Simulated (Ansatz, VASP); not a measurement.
# Two plane-wave programs on Be

Contents of INCAR:

```
SYSTEM = Be
  PREC = Accurate
  ENCUT = 600
  EDIFF = 1E-6
  ISMEAR = 0
  SIGMA = 0.1
  LREAL = .FALSE.
  LASPH = .TRUE.
  NELM = 100
  ALGO = Normal
  ISIF = 3
  LWAVE = .FALSE.
  LCHARG = .FALSE.
  GGA = PE
  IBRION = 2
  NSW = 80
  EDIFFG = -0.015
```

KPOINTS

```
regular mesh
0
G
  8 8 8
  0 0 0
```

POSCAR

```
Be
1.0
   -3.7623086407      0.0000000000      2.2650944497
    3.7623086407      0.0000000000      2.2650944497
    0.0000000000      3.7623086407     -2.2650944497
Be
8
Direct
    0.0000000000      0.2985680212      0.2985680212
    0.5000000000      0.7985680212      0.2985680212
    0.5000000000      0.2014319788      0.7014319788
    0.0000000000      0.7014319788      0.7014319788
    0.5485680212      0.7500000000      0.7985680212
    0.0485680212      0.2500000000      0.7985680212
    0.9514319788      0.7500000000      0.2014319788
    0.4514319788      0.2500000000      0.2014319788
```

Input for Ansatz:

```yaml
crystal:
  lattice:
    - [-3.7623086407, 0.0, 2.2650944497]
    - [3.7623086407, 0.0, 2.2650944497]
    - [0.0, 3.7623086407, -2.2650944497]
  atoms:
    - { symbol: Be, position: [0.0, 0.2985680212, 0.2985680212] }
    - { symbol: Be, position: [0.5, 0.7985680212, 0.2985680212] }
    - { symbol: Be, position: [0.5, 0.2014319788, 0.7014319788] }
    - { symbol: Be, position: [0.0, 0.7014319788, 0.7014319788] }
    - { symbol: Be, position: [0.5485680212, 0.75, 0.7985680212] }
    - { symbol: Be, position: [0.0485680212, 0.25, 0.7985680212] }
    - { symbol: Be, position: [0.9514319788, 0.75, 0.2014319788] }
    - { symbol: Be, position: [0.4514319788, 0.25, 0.2014319788] }
basis:
  ecutwfc: 420
kpoints:
  mp_grid: { grid: [8, 8, 8] }
hamiltonian:
  xc: pbe
scf:
  occupations: { method: gaussian, width: 0.1 }
output:
  forces: true
  stress: true
  eigenvalues: true
relax:
  adjacent_minimum: "off"
  f_tol: 0.015
  max_steps: 60
  cell: { stress_tol: 0.15 }
```

Alike in both runs: task relaxation of cell and atoms; functional PBE; k mesh 8 × 8 × 8; occupations gaussian, width 0.1 eV; no spin polarisation.

|  | VASP | Ansatz |
| --- | --- | --- |
| version | VASP 6.6.1 | Ansatz 0.2.0 |
| potentials or method | VASP PAW PBE potentials, release 64 (Be), cutoff 600 eV | scalar-relativistic, plane waves, PAW |
| valence electrons in the cell | 16 | 16 |

```tsv
	VASP	Ansatz	Ansatz less VASP
gap on the k mesh at the Fermi level, each at its own relaxed structure (eV)	none	none	-
relaxed volume (Å³/atom)	8.01	8.01	-0.001
relaxed cell length with the largest relative difference (Å)	4.389	4.389	+0.0002
```

A gap of «none» marks a metal or a gap that the smearing closes.
